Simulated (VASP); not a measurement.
# Si2W (I4/mmm) in VASP: notebook, part 2 of 2

VASP 6.6.1. Earlier steps stand in the parts before.

## Step 3: Single point, LDA (13.21 Å³/atom)

This run uses another cell than the first one, of 13.21 Å³/atom.

Input file INCAR:

```
SYSTEM = Si2W
PREC = Accurate
ENCUT = 520
EDIFF = 1E-6
ISMEAR = -1
SIGMA = 0.05
LREAL = .FALSE.
LASPH = .TRUE.
NELM = 60
ALGO = Normal
ISIF = 2
LWAVE = .FALSE.
LCHARG = .FALSE.
GGA = CA
NBANDS = 18
```

Input file KPOINTS:

```
Automatic mesh
0
G
  12 12 12
  0 0 0
```

Input file POSCAR:

```
Si2W
1.0
   -1.5961151113      1.5961151113      3.8886743761
    1.5961151113     -1.5961151113      3.8886743761
    1.5961151113      1.5961151113     -3.8886743761
W Si
1 2
Direct
    0.0000000000      0.0000000000      0.0000000000
    0.6653000000      0.6653000000      0.0000000000
    0.3347000000      0.3347000000      0.0000000000
```

Potentials or basis: VASP PAW LDA potentials, release 64 (W_sv, Si).

On the command line:

```sh
> cat potpaw_LDA.64/W_sv/POTCAR potpaw_LDA.64/Si/POTCAR > POTCAR
> mpirun -np 1 vasp_std > vasp.out
```

It took 4.2 min on 1 thread of AMD EPYC 7R43 (Zen 3), shared host; peak memory 0.21 GiB.

The run converged. Its results:

```yaml
Free_energy: -27.3570 eV
Pressure: -0.4 GPa
Largest_force: 0.015 eV/Å
Band_gap_on_the_k_mesh: zero (bands 11 and 12 overlap by 1.33 eV)
```

Forces on the atoms (eV/Å):
```
W    0.000  0.000  0.000
Si   0.000  0.000  0.015
Si   0.000  0.000 -0.015
```

Stress tensor (GPa, compression positive):
```
-0.61  0.00  0.00
 0.00 -0.61  0.00
 0.00  0.00  0.01
```

Levels at points of the mesh, in eV from the Fermi level:
| k point | band 8 | band 9 | band 10 | band 11 | band 12 | band 13 | band 14 | band 15 |
| --- | --- | --- | --- | --- | --- | --- | --- | --- |
| (0.00, 0.00, 0.00) | -3.46 | -2.90 | -2.90 | 0.59 | 2.85 | 2.93 | 3.15 | 3.15 |
| (0.50, 0.00, 0.00) | -4.85 | -2.87 | -2.85 | -0.48 | 2.71 | 2.82 | 3.99 | 4.53 |
| (0.50, 0.50, 0.00) | -5.47 | -5.07 | -3.34 | -1.68 | 2.88 | 2.97 | 3.16 | 3.96 |
| (0.50, 0.50, 0.50) | -2.64 | -0.82 | -0.82 | -0.54 | -0.54 | 0.78 | 4.56 | 5.01 |

Caveat: spin-orbit coupling is left out, which moves the levels of the heavy elements.

## Step 4: Single point, LDA (13.75 Å³/atom)

This run uses another cell than the first one, of 13.75 Å³/atom.

Input file INCAR:

```
PREC = Accurate
ENCUT = 520
EDIFF = 1E-6
ISMEAR = -1
SIGMA = 0.05
LREAL = False
LASPH = True
NELM = 60
ALGO = Normal
ISIF = 2
LWAVE = False
LCHARG = False
NBANDS = 18
```

Input file KPOINTS:

```
regular mesh
0
Gamma
  12 12 12
```

Input file POSCAR:

```
Si2W
1.0
   -1.6175420320      1.6175420320      3.9408775768
    1.6175420320     -1.6175420320      3.9408775768
    1.6175420320      1.6175420320     -3.9408775768
W Si
1 2
Direct
    0.0000000000      0.0000000000      0.0000000000
    0.6653000000      0.6653000000      0.0000000000
    0.3347000000      0.3347000000      0.0000000000
```

On the command line:

```sh
> cat potpaw_LDA.64/W_sv/POTCAR potpaw_LDA.64/Si/POTCAR > POTCAR
> mpirun -np 1 vasp_std > vasp.out
```

Wall time 5.6 min (1 thread of AMD EPYC 7R43 (Zen 3), shared host); peak memory 0.21 GiB.

It converged, with:

```
Free energy            : -27.3077 eV
Pressure               : -9.2 GPa
Largest force          : 0.089 eV/Å
Band gap on the k mesh : zero (bands 11 and 12 overlap by 1.26 eV)
```

Forces in eV/Å, atoms in the order of the input:
```
W    0.000  0.000  0.000
Si   0.000  0.000 -0.089
Si   0.000  0.000  0.089
```

Stress tensor (GPa, compression positive):
```
-9.03  0.00  0.00
 0.00 -9.03  0.00
 0.00  0.00 -9.58
```

Levels at points of the mesh, in eV from the Fermi level:
| k point | band 7 | band 8 | band 9 | band 10 | band 11 | band 12 | band 13 | band 14 | band 15 | band 16 |
| --- | --- | --- | --- | --- | --- | --- | --- | --- | --- | --- |
| (0.00, 0.00, 0.00) | -3.73 | -3.25 | -2.78 | -2.78 | 0.57 | 2.62 | 3.05 | 3.05 | 3.09 | 4.47 |
| (0.50, 0.00, 0.00) | -5.63 | -4.71 | -2.73 | -2.71 | -0.43 | 2.55 | 2.76 | 3.89 | 4.20 | 5.12 |
| (0.50, 0.50, 0.00) | -5.83 | -5.48 | -4.90 | -3.16 | -1.66 | 2.73 | 2.80 | 2.97 | 3.82 | 4.39 |
| (0.50, 0.50, 0.50) | -3.74 | -2.52 | -0.80 | -0.80 | -0.51 | -0.51 | 0.74 | 4.40 | 4.55 | 6.19 |

Caveat: the cell stands under tension; spin-orbit coupling is left out, which moves the levels of the heavy elements.

## Step 5: Single point, LDA (14.02 Å³/atom)

This run uses another cell than the first one, of 14.02 Å³/atom.

Input file INCAR:

```
SYSTEM = Si2W
PREC = Accurate
ENCUT = 520
EDIFF = 1E-6
ISMEAR = -1
SIGMA = 0.05
LREAL = .FALSE.
LASPH = .TRUE.
NELM = 60
ALGO = Normal
ISIF = 2
LWAVE = .FALSE.
LCHARG = .FALSE.
GGA = CA
NBANDS = 18
```

Input file KPOINTS:

```
regular mesh
0
G
  12 12 12
  0 0 0
```

Input file POSCAR:

```
Si2W
1.0
   -1.6280458460      1.6280458460      3.9664684080
    1.6280458460     -1.6280458460      3.9664684080
    1.6280458460      1.6280458460     -3.9664684080
W Si
1 2
Direct
    0.0000000000      0.0000000000      0.0000000000
    0.6653000000      0.6653000000      0.0000000000
    0.3347000000      0.3347000000      0.0000000000
```

On the command line:

```sh
> cat potpaw_LDA.64/W_sv/POTCAR potpaw_LDA.64/Si/POTCAR > POTCAR
> mpirun -np 1 vasp_std > vasp.out
```

It took 5.5 min on 1 thread of AMD EPYC 7R43 (Zen 3), shared host; peak memory 0.21 GiB.

It converged, with:

```
Free energy            : -27.2521 eV
Pressure               : -12.9 GPa
Largest force          : 0.137 eV/Å
Band gap on the k mesh : zero (bands 11 and 12 overlap by 1.23 eV)
```

Forces in eV/Å, atoms in the order of the input:
```
W    0.000  0.000  0.000
Si   0.000  0.000 -0.137
Si   0.000  0.000  0.137
```

Stress tensor (GPa, compression positive):
```
-12.59   0.00   0.00
  0.00 -12.59   0.00
  0.00   0.00 -13.62
```

Levels at points of the mesh, in eV from the Fermi level:
```tsv
k point	band 9	band 10	band 11	band 12	band 13	band 14
(0.00, 0.00, 0.00)	-2.72	-2.72	0.56	2.51	3.00	3.00
(0.50, 0.00, 0.00)	-2.67	-2.64	-0.40	2.47	2.73	3.83
(0.50, 0.50, 0.00)	-4.82	-3.08	-1.64	2.66	2.72	2.88
(0.50, 0.50, 0.50)	-0.80	-0.80	-0.49	-0.49	0.72	4.32
```

Caveat: the cell stands under tension; spin-orbit coupling is left out, which moves the levels of the heavy elements.

## Step 6: Relaxation of cell and atoms, PBEsol+U

This run uses another cell than the first one, of 13.48 Å³/atom.

Input file INCAR:

```
SYSTEM = Si2W
PREC = Accurate
ENCUT = 600
EDIFF = 1E-7
ISMEAR = -1
SIGMA = 0.05
LREAL = .FALSE.
LASPH = .TRUE.
NELM = 150
ALGO = Normal
ISIF = 3
LWAVE = .FALSE.
LCHARG = .FALSE.
LMAXMIX = 4
LDAU = .TRUE.
LDAUTYPE = 2
LDAUL = 2 -1
LDAUU = 6 0
LDAUJ = 0 0
LDAUPRINT = 1
GGA = PS
IBRION = 2
NSW = 60
EDIFFG = -0.01
```

Input file KPOINTS:

```
Automatic mesh
0
G
  12 12 12
  0 0 0
```

Input file POSCAR:

```
Si2W
1.0
   -1.6069000000      1.6069000000      3.9149500000
    1.6069000000     -1.6069000000      3.9149500000
    1.6069000000      1.6069000000     -3.9149500000
W Si
1 2
Direct
    0.0000000000      0.0000000000      0.0000000000
    0.6653000000      0.6653000000      0.0000000000
    0.3347000000      0.3347000000      0.0000000000
```

Potentials or basis: VASP PAW PBE potentials, release 64 (W_sv, Si).

On the command line:

```sh
> cat potpaw_PBE.64/W_sv/POTCAR potpaw_PBE.64/Si/POTCAR > POTCAR
> mpirun -np 1 vasp_std > vasp.out
```

Run time: 4.4 min. Hardware: 1 thread of Intel Xeon 6975P-C (Granite Rapids), shared host; peak memory 0.3 GiB.

Results (log left out):

```yaml
Free_energy: -19.8680 eV
Relaxed_volume: 13.75 Å³/atom
Relaxed_cell: a = 4.552 Å, b = 4.552 Å, c = 4.552 Å, α = 138.34°, β = 138.34°, γ = 60.38°
Space_group_after_relaxing_to_0.1_Å: I4/mmm (No. 139)
Energy_gained_by_relaxing: 3.6 meV/atom
Ionic_steps: 8
Pressure_after_relaxing: 0.0 GPa
Band_gap_on_the_k_mesh: zero (bands 11 and 12 overlap by 1.17 eV)
```

Forces in eV/Å, atoms in the order of the input:
```
W    0.000  0.000  0.000
Si   0.000  0.000 -0.002
Si   0.000  0.000  0.002
```

The path:
| step | energy change (eV) | largest force (eV/Å) | pressure (GPa) | volume (Å³) |
| --- | --- | --- | --- | --- |
| 1 | 0.0000 | 0.0611 | 4.27 | 40.44 |
| 2 | 0.0188 | 0.1455 | -6.69 | 42.57 |
| 3 | -0.0102 | 0.0920 | -0.08 | 41.22 |
| 4 | -0.0102 | 0.0914 | 0.00 | 41.20 |
| 5 | -0.0107 | 0.0205 | 0.05 | 41.22 |
| 6 | -0.0107 | 0.0148 | 0.05 | 41.22 |
| 7 | -0.0107 | 0.0024 | -0.08 | 41.24 |
| 8 | -0.0107 | 0.0022 | -0.04 | 41.24 |

Final structure:
```
CELL_PARAMETERS angstrom
-1.61861 1.61861 3.93483
1.61861 -1.61861 3.93483
1.61861 1.61861 -3.93483
ATOMIC_POSITIONS crystal
W 0.00000 0.00000 0.00000
Si 0.66454 0.66454 0.00000
Si 0.33546 0.33546 0.00000
```

Levels at points of the mesh, in eV from the Fermi level:
```tsv
k point	band 7	band 8	band 9	band 10	band 11	band 12	band 13	band 14	band 15
(0.00, 0.00, 0.00)	-3.88	-2.86	-2.86	-2.72	0.47	2.49	2.77	2.77	2.86
(0.50, 0.00, 0.00)	-5.75	-4.96	-2.88	-2.47	-0.50	2.66	3.29	3.72	4.32
(0.50, 0.50, 0.00)	-6.06	-5.57	-4.97	-3.26	-2.04	2.62	3.36	3.77	3.79
(0.50, 0.50, 0.50)	-3.30	-2.30	-0.97	-0.97	-0.57	-0.57	0.64	4.34	4.66
```

Eigenvalues of the final occupation matrices:
| site | spin | trace | eigenvalues |
| --- | --- | --- | --- |
| site 1 d | 1 | 1.75 | 0.22 0.29 0.41 0.41 0.41 |
| site 1 d | 2 | 1.75 | 0.22 0.29 0.41 0.41 0.41 |

Caveat: the PAW data sets were made with another functional, which shifts forces and pressure a little; spin-orbit coupling is left out, which moves the levels of the heavy elements; U without spin polarisation on a metal has little footing; the U is typed as a test and isn't derived for this compound.

## Step 7: Overview

| task | level | potentials or basis | U | cell | cutoff (eV) | gap on the mesh (eV) | pressure (GPa) | largest force (eV/Å) |
| --- | --- | --- | --- | --- | --- | --- | --- | --- |
| single point | LDA | VASP PAW LDA potentials, release 64 (W_sv, Si) | - | a = 4.466 Å, angles 138.4, 138.4, 60.3°, 3 atoms | 520 | none | 4.8 | 0.07 |
| single point | LDA | VASP PAW LDA potentials, release 64 (W_sv, Si) | - | a = 4.496 Å, angles 138.4, 138.4, 60.3°, 3 atoms | 520 | none | -0.4 | 0.02 |
| single point | LDA | VASP PAW LDA potentials, release 64 (W_sv, Si) | - | a = 4.557 Å, angles 138.4, 138.4, 60.3°, 3 atoms | 520 | none | -9.2 | 0.09 |
| single point | LDA | VASP PAW LDA potentials, release 64 (W_sv, Si) | - | a = 4.586 Å, angles 138.4, 138.4, 60.3°, 3 atoms | 520 | none | -12.9 | 0.14 |
| relaxation of cell and atoms | PBEsol+U | VASP PAW PBE potentials, release 64 (W_sv, Si) | W d U = 6.0 eV | relaxed from a = 4.527 Å, angles 138.4, 138.4, 60.3°, 3 atoms | 600 | none | 0.0 | - |

Alike in all rows: no spin polarisation; k mesh 12 × 12 × 12; smearing fermi-dirac 0.05 eV.

Caveats: spin-orbit coupling is left out, which moves the levels of the heavy elements; the cell stands under tension (at least some runs); the cell stands under pressure (at least some runs); the PAW data sets were made with another functional, which shifts forces and pressure a little (at least some runs); U without spin polarisation on a metal has little footing (at least some runs); the U is typed as a test and isn't derived for this compound (at least some runs).

Total energies depend on the potentials used, so only differences within one code and one set of settings carry meaning.
